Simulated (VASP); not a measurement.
# AlN (P6_3mc) in VASP: notebook

The runs below take AlN through single point, with r2SCAN50, PBEsol.

Everything below comes from runs of VASP 6.6.1. Logs are shortened: lines on timing, memory, paths and dates and some standing lists are left out, and cuts for length are marked.

**Measured values to compare with.**

“Structural and optical properties of self-assembled AlN nanowires grown on SiO2/Si substrates by molecular beam epitaxy”, 2024, arxiv:2402.00216 quotes, for a bulk crystal of AlN at 0 K: band gap 6.0343 eV (an exciton energy, a little under the gap).

The runs below are set against these values where they give the same quantity.

### Step 1. The cell of the first run

The structure is hexagonal, space group P6_3mc (No. 186). The conventional cell has a = 3.113 Å, b = 3.113 Å, c = 4.981 Å, α = 90.00°, β = 90.00°, γ = 120.00°. Within 2.5 Å of Al (site symmetry 3m) lie 4 N at 1.89 Å. Within 2.5 Å of N (site symmetry 3m) lie 4 Al at 1.89 Å.

### Step 2. Single point, r2SCAN50

POSCAR

```
AlN
1.0
    3.1130000000      0.0000000000      0.0000000000
   -1.5565000000      2.6959370820      0.0000000000
    0.0000000000      0.0000000000      4.9810000000
Al N
2 2
Direct
    0.6666666667      0.3333333333      0.5000000000
    0.3333333333      0.6666666667      0.0000000000
    0.6666666667      0.3333333333      0.8800000000
    0.3333333333      0.6666666667      0.3800000000
```

INCAR.step1

```
ALGO = Normal ; EDIFF = 1E-5
ENCUT = 520 ; GGA = PE
ISIF = 2 ; ISMEAR = -1
LASPH = T ; LCHARG = F
LREAL = F ; LWAVE = T
NBANDS = 16 ; NELM = 80
PREC = Accurate ; SIGMA = 0.05
```

INCAR.step2

```
AEXX = 0.5 ; ALGO = Normal
EDIFF = 1E-6 ; ENCUT = 520
ISIF = 2 ; ISMEAR = -1
ISTART = 1 ; LASPH = T
LCHARG = F ; LHFCALC = T
LMIXTAU = T ; LREAL = F
LWAVE = F ; METAGGA = R2SCAN
NBANDS = 16 ; NELM = 80
PREC = Accurate ; PRECFOCK = Normal
SIGMA = 0.05
```

KPOINTS

```
k-points
0
Gamma
  5 5 3
```

Potentials or basis: VASP PAW PBE potentials, release 64 (Al, N).

Run with:

```console
$ cat potpaw_PBE.64/Al/POTCAR potpaw_PBE.64/N/POTCAR > POTCAR
$ cp INCAR.step1 INCAR
$ mpirun -np 1 vasp_std > vasp.out
$ cp INCAR.step2 INCAR
$ mpirun -np 1 vasp_std > vasp.out
```

OUTCAR:

```text
AEXX = 0.5
   EDIFF = 1E-6
   ENCUT = 520
   ISIF = 2
   ISMEAR = -1
   ISTART = 1
   LASPH = T
   LHFCALC = T
   LREAL = F
   METAGGA = R2SCAN
   NELM = 80
   PREC = Accurate
   PRECFOCK = Normal

 ion  position               nearest neighbor table
   1  0.667  0.333  0.500-   3 1.89   4 1.89   4 1.89   4 1.89   2 3.07   2 3.07   2 3.07   2 3.07
                             2 3.07   2 3.07
   2  0.333  0.667  0.000-   4 1.89   3 1.89   3 1.89   3 1.89   1 3.07   1 3.07   1 3.07   1 3.07
                             1 3.07   1 3.07
   3  0.667  0.333  0.880-   1 1.89   2 1.89   2 1.89   2 1.89
   4  0.333  0.667  0.380-   2 1.89   1 1.89   1 1.89   1 1.89

  LATTYP: Found a hexagonal cell.
 ALAT       =     3.1130000000
 C/A-ratio  =     1.6000642467

  Lattice vectors:

 A1 = (   3.1130000000,   0.0000000000,   0.0000000000)
 A2 = (  -1.5565000000,   2.6959370820,   0.0000000000)
 A3 = (   0.0000000000,   0.0000000000,   4.9810000000)

Analysis of symmetry for initial positions (statically):
=====================================================================
 Subroutine PRICEL returns:
 Original cell was already a primitive cell.

 Routine SETGRP: Setting up the symmetry group for a
 hexagonal supercell.

 Subroutine GETGRP returns: Found 12 space group operations
 (whereof  6 operations were pure point group operations)
 out of a pool of 24 trial point group operations.

The static configuration has the point symmetry C_3v.
 The point group associated with its full space group is C_6v.

Analysis of symmetry for dynamics (positions and initial velocities):
=====================================================================
 Subroutine PRICEL returns:
 Original cell was already a primitive cell.

 Routine SETGRP: Setting up the symmetry group for a
 hexagonal supercell.

 Subroutine GETGRP returns: Found 12 space group operations
 (whereof  6 operations were pure point group operations)
 out of a pool of 24 trial point group operations.

The dynamic configuration has the point symmetry C_3v.
 The point group associated with its full space group is C_6v.

 Subroutine INISYM returns: Found 12 space group operations
 (whereof  6 operations are pure point group operations),
 and found     1 'primitive' translations

----------------------------------------------------------------------------------------

                                     Primitive cell

  volume of cell :      41.8028

  direct lattice vectors                    reciprocal lattice vectors
     3.113000000  0.000000000  0.000000000     0.321233537  0.185464269  0.000000000
    -1.556500000  2.695937082  0.000000000     0.000000000  0.370928538  0.000000000
     0.000000000  0.000000000  4.981000000     0.000000000  0.000000000  0.200762899

  length of vectors
     3.113000000  3.113000000  4.981000000     0.370928538  0.370928538  0.200762899

  position of ions in fractional coordinates (direct lattice)
     0.666666667  0.333333333  0.500000000
     0.333333333  0.666666667  0.000000000
     0.666666667  0.333333333  0.880000000
     0.333333333  0.666666667  0.380000000

  ion indices of the primitive-cell ions
   primitive index   ion index
                 1           1
                 2           2
                 3           3
                 4           4

----------------------------------------------------------------------------------------

 KPOINTS: k-points

Automatic generation of k-mesh.
 Grid dimensions read from file:
 generate k-points for:    5    5    3

 Generating k-lattice:

  Cartesian coordinates                     Fractional coordinates (reciprocal lattice)
     0.064246707  0.037092854  0.000000000     0.200000000  0.000000000  0.000000000
     0.000000000  0.074185708  0.000000000     0.000000000  0.200000000  0.000000000
     0.000000000  0.000000000  0.066920966     0.000000000  0.000000000  0.333333333

  Length of vectors
     0.074185708  0.074185708  0.066920966

  Shift w.r.t. Gamma in fractional coordinates (k-lattice)
     0.000000000  0.000000000  0.000000000

 Subroutine IBZKPT returns following result:
 ===========================================

 Found     10 irreducible k-points:

 Following reciprocal coordinates:
            Coordinates               Weight
  0.000000  0.000000  0.000000      1.000000
  0.200000 -0.000000  0.000000      6.000000
  0.400000  0.000000  0.000000      6.000000
  0.200000  0.200000  0.000000      6.000000
  0.400000  0.200000  0.000000      6.000000
  0.000000  0.000000  0.333333      2.000000
  0.200000 -0.000000  0.333333     12.000000
  0.400000  0.000000  0.333333     12.000000
  0.200000  0.200000  0.333333     12.000000
  0.400000  0.200000  0.333333     12.000000
   k-points           NKPTS =     10   k-points in BZ     NKDIM =     75   number of bands    NBANDS=     16
   number of dos      NEDOS =    301   number of ions     NIONS =      4
   total plane-waves  NPLWV =  23040
   dimension x,y,z NGX =    24 NGY =   24 NGZ =   40
   dimension x,y,z NGXF=    48 NGYF=   48 NGZF=   80
   ions per type =               2   2
   NGX,Y,Z   is equivalent  to a cutoff of  12.82, 12.82, 13.35 a.u.
   NGXF,Y,Z  is equivalent  to a cutoff of  25.63, 25.63, 26.70 a.u.
 SYSTEM =  unknown system
   PREC   = accura    normal or accurate (medium, high low for compatibility)
   ISTART =      1    job   : 0-new  1-cont  2-samecut
   ICHARG =      0    charge: 1-file 2-atom 10-const
   ISPIN  =      1    spin polarized calculation?
   LNONCOLLINEAR =      F non collinear calculations
   LSORBIT =      F    spin-orbit coupling
   LASPH  =      T    aspherical Exc in radial PAW
   ENCUT  =  520.0 eV  38.22 Ry    6.18 a.u.   5.79  5.79  9.26*2*pi/ulx,y,z
   NELM   =     80;   NELMIN=  2; NELMDL=  0     # of ELM steps
   EDIFF  = 0.1E-05   stopping-criterion for ELM
   LREAL  =      F    real-space projection
   EDIFFG = 0.1E-04   stopping-criterion for IOM
   NSW    =      0    number of steps for IOM
   IBRION =     -1    ionic relax: 0-MD 1-quasi-New 2-CG
   NFREE  =      0    steps in history (QN), initial steepest desc. (CG)
   ISIF   =      2    stress and relaxation
   ISYM   =      3    0-nonsym 1-usesym 2-fastsym
   POTIM  = 0.5000    time-step for ionic-motion
   TEBEG  =    0.0;   TEEND  =   0.0 temperature during run
   PSTRESS=    0.0 pullay stress
   NELECT =      16.0000    total number of electrons
   NUPDOWN=      -1.0000    fix difference up-down
   EMIN   =  10.00;   EMAX   =-10.00  energy-range for DOS
   EFERMI =   0.00;   METHOD = LEGACY
   ISMEAR =    -1;   SIGMA  =   0.05  broadening in eV -4-tet -1-fermi 0-gaus
   EFERMI_NEDOS =   21; number of points for ismear=-14 and -15
   IALGO  =     38    algorithm
   IMIX   =      1    mixing-type and parameters
     AMIX     =   0.40;   BMIX     =  1.00
     AMIX_MAG =   1.60;   BMIX_MAG =  1.00
  volume/ion in A,a.u.               =      10.45        70.52
  Fermi-wavevector in a.u.,A,eV,Ry     =   1.188629  2.246183 19.222843  1.412839
  Thomas-Fermi vector in A             =   2.324754
   LORBIT       =      0    0 simple, 1 ext, 2 COOP (PROOUT), +10 PAW based schemes
   METAGGA = R2SCAN    functional components
   LHFCALC =     T    Hartree Fock is set to
   PRECFOCK=normal    Normal, Fast or Accurate (Low or Medium for compatibility)
   ENCUT4O =  -1.0   cutoff for four orbital integrals eV
   NKREDX  =     1    reduce k-point grid by
   NKREDY  =     1    reduce k-point grid by
   NKREDZ  =     1    reduce k-point grid by
   AEXX    =    0.5000 exact exchange contribution
   HFSCREEN=    0.0000 screening length (either q_TF or 0.3 A-1)
   HFSCREENC=   0.0000 screening length for correlation (either q_TF or 0.3 A-1)
   ENCUTFOCK=  -1.0 apply spherical cutoff to Coloumb kernel
   IVDW    =     0    specifies the selected vdW correction
   LEPSILON=     F    determine dielectric tensor
   LRPA    =     F    only Hartree local field effects (RPA)
 non-spin polarized calculation
  energy-cutoff  :      520.00
  volume of cell :       41.80
 maximum number of plane-waves:      1142
 NGX is ok and might be reduce to    24
  NGX = 18; NGY = 18; NGZ = 28

 number of electron      15.9999997 magnetization

 Free energy of the ion-electron system (eV)
  ---------------------------------------------------
  ext. energy  EPLUGINS =         0.00000000
  ---------------------------------------------------
  free energy    TOTEN  =       -48.17322691 eV

  energy without entropy =      -48.17322691  energy(sigma->0) =      -48.17322691

 E-fermi :   4.4298     XC(G=0):  -6.3689

 val. band max:        3.4174590878   @ k =   0.0000   0.0000   0.0000
 cond. band min:      12.0632205879   @ k =   0.0000   0.0000   0.0000
 fundamental gap:      8.6457615001
 Fermi energy:         4.4297509009

 k-point     1 :       0.0000    0.0000    0.0000
  band No.  band energies     occupation
      1     -14.9905      2.00000
      2     -12.5504      2.00000
      3      -3.6281      2.00000
      4       2.4040      2.00000
      5       2.4040      2.00000
      6       3.2061      2.00000
[... 8 lines left out ...]
     15      21.9359      0.00000
     16      21.9359      0.00000

 k-point     2 :       0.2000   -0.0000    0.0000
  band No.  band energies     occupation
      1     -14.4255      2.00000
      2     -12.2552      2.00000
      3      -2.9197      2.00000
      4       0.2323      2.00000
      5       1.2908      2.00000
      6       1.7875      2.00000
[... 8 lines left out ...]
     15      21.0919      0.00000
     16      21.4252      0.00000

 k-point     3 :       0.4000    0.0000    0.0000
  band No.  band energies     occupation
      1     -13.1257      2.00000
      2     -11.9112      2.00000
      3      -2.5466      2.00000
      4      -1.1868      2.00000
      5      -1.0327      2.00000
      6       1.0419      2.00000
[... 8 lines left out ...]
     15      21.3511      0.00000
     16      24.4269      0.00000
[... 96 lines left out ...]
 k-point     9 :       0.2000    0.2000    0.3333
  band No.  band energies     occupation
      1     -13.1194      2.00000
      2     -12.3509      2.00000
      3      -2.1634      2.00000
      4      -1.5869      2.00000
      5       0.5986      2.00000
      6       0.7215      2.00000
[... 8 lines left out ...]
     15      20.9409      0.00000
     16      22.7163      0.00000

 k-point    10 :       0.4000    0.2000    0.3333
  band No.  band energies     occupation
      1     -12.3381      2.00000
      2     -12.0687      2.00000
      3      -2.7978      2.00000
      4      -2.2655      2.00000
      5      -0.5956      2.00000
      6       0.4711      2.00000
[... 8 lines left out ...]
     15      22.2038      0.00000
     16      23.6550      0.00000

------------------------ aborting loop because EDIFF is reached ----------------------------------------

  FORCE on cell =-STRESS in cart. coord.  units (eV):
  Direction    XX          YY          ZZ          XY          YZ          ZX
  --------------------------------------------------------------------------------------
  -------------------------------------------------------------------------------------
  Total       -2.1410798     -2.1410798     -1.6902651      0.0000000      0.0000000      0.0000000
  in kB      -82.0612308    -82.0612308    -64.7828414      0.0000000      0.0000000      0.0000000
  external PRESSURE =     -76.3017677 kB  Pullay stress =       0.0000000 kB

 VOLUME and BASIS-vectors are now :
 -----------------------------------------------------------------------------
  energy-cutoff  :      520.00
  volume of cell :       41.80
      direct lattice vectors                 reciprocal lattice vectors
     3.113000000  0.000000000  0.000000000     0.321233537  0.185464269  0.000000000
    -1.556500000  2.695937082  0.000000000     0.000000000  0.370928538  0.000000000
     0.000000000  0.000000000  4.981000000     0.000000000  0.000000000  0.200762899

 POSITION                                       TOTAL-FORCE (eV/Angst)
 -----------------------------------------------------------------------------------
      1.55650      0.89865      2.49050        -0.000000      0.000000     -0.121722
     -0.00000      1.79729      0.00000         0.000000     -0.000000     -0.121722
      1.55650      0.89865      4.38328         0.000000     -0.000000      0.121722
     -0.00000      1.79729      1.89278        -0.000000      0.000000      0.121722
 -----------------------------------------------------------------------------------
    total drift:                               -0.000000     -0.000000     -0.012551

  FREE ENERGIE OF THE ION-ELECTRON SYSTEM (eV)
  ---------------------------------------------------
  free  energy   TOTEN  =       -48.1732269089 eV

  energy  without entropy=      -48.1732269088  energy(sigma->0) =      -48.17322691
```

Wall time 15 min (1 thread of Intel Xeon Platinum 8488C (Sapphire Rapids), shared host); peak memory 0.17 GiB.

What came out:

```
Free energy            : -48.1732 eV
Pressure               : -7.6 GPa
Largest force          : 0.122 eV/Å
Band gap on the k mesh : 8.65 eV, direct
```

Forces on the atoms (eV/Å):
```
Al   0.000  0.000 -0.122
Al   0.000  0.000 -0.122
N    0.000  0.000  0.122
N    0.000  0.000  0.122
```

Stress tensor (GPa, compression positive):
```
-8.21  0.00  0.00
 0.00 -8.21  0.00
 0.00  0.00 -6.48
```

Levels at points of the mesh, in eV from the valence-band top:
| k point | band 4 | band 5 | band 6 | band 7 | band 8 | band 9 | band 10 | band 11 | band 12 | band 13 |
| --- | --- | --- | --- | --- | --- | --- | --- | --- | --- | --- |
| (0.00, 0.00, 0.00) | -1.01 | -1.01 | -0.21 | -0.21 | 0.00 | 8.65 | 11.35 | 16.13 | 16.23 | 16.23 |

Caveat: the k points lie up to 0.47 Å⁻¹ apart; the PAW data sets were made with another functional, which shifts forces and pressure a little.

### Step 3. Single point, PBEsol

This run uses another cell than the first one, of 10.04 Å³/atom, 0.960 times its volume.

INCAR

```
SYSTEM = AlN
PREC = Accurate
ENCUT = 600
EDIFF = 1E-6
ISMEAR = -1
SIGMA = 0.05
LREAL = .FALSE.
LASPH = .TRUE.
NELM = 120
ALGO = Normal
ISIF = 2
LWAVE = .FALSE.
LCHARG = .FALSE.
GGA = PS
NBANDS = 16
GGA_COMPAT = .FALSE.
```

KPOINTS

```
regular mesh
0
G
  8 8 5
  0 0 0
```

Changes to POSCAR since step 2:

```diff
@@ -2,4 +2,4 @@
 1.0
-    3.1130000000      0.0000000000      0.0000000000
-   -1.5565000000      2.6959370820      0.0000000000
+    3.0507400000      0.0000000000      0.0000000000
+   -1.5253700000      2.6420183404      0.0000000000
     0.0000000000      0.0000000000      4.9810000000
```

Potentials or basis: VASP PAW PBE potentials, release 64 (Al, N).

Run with:

```console
$ cat potpaw_PBE.64/Al/POTCAR potpaw_PBE.64/N/POTCAR > POTCAR
$ mpirun -np 1 vasp_std > vasp.out
```

Run time: 15 s. Hardware: 1 thread of Intel Xeon 6975P-C, shared host; peak memory 0.16 GiB.

Results (log left out):

```
Free energy            : -31.2551 eV
Pressure               : 9.2 GPa
Largest force          : 0.125 eV/Å
Band gap on the k mesh : 4.56 eV, direct
```

Forces on the atoms (eV/Å):
```
Al   0.000  0.000  0.125
Al   0.000  0.000  0.125
N    0.000  0.000 -0.125
N    0.000  0.000 -0.125
```

Stress tensor (GPa, compression positive):
```
11.84  0.00  0.00
 0.00 11.84  0.00
 0.00  0.00  3.88
```

Levels at points of the mesh, in eV from the valence-band top:
```tsv
k point	band 4	band 5	band 6	band 7	band 8	band 9	band 10	band 11	band 12	band 13
(0.00, 0.00, 0.00)	-0.69	-0.69	-0.09	-0.09	0.00	4.56	7.20	10.81	11.62	11.62
(0.50, 0.00, 0.00)	-4.26	-3.38	-1.97	-1.79	-0.61	5.71	6.01	8.54	10.51	11.18
```

Caveat: the PAW data sets were made with another functional, which shifts forces and pressure a little. A k mesh can miss the band edges.

(Part 1 of 2 ends here.)
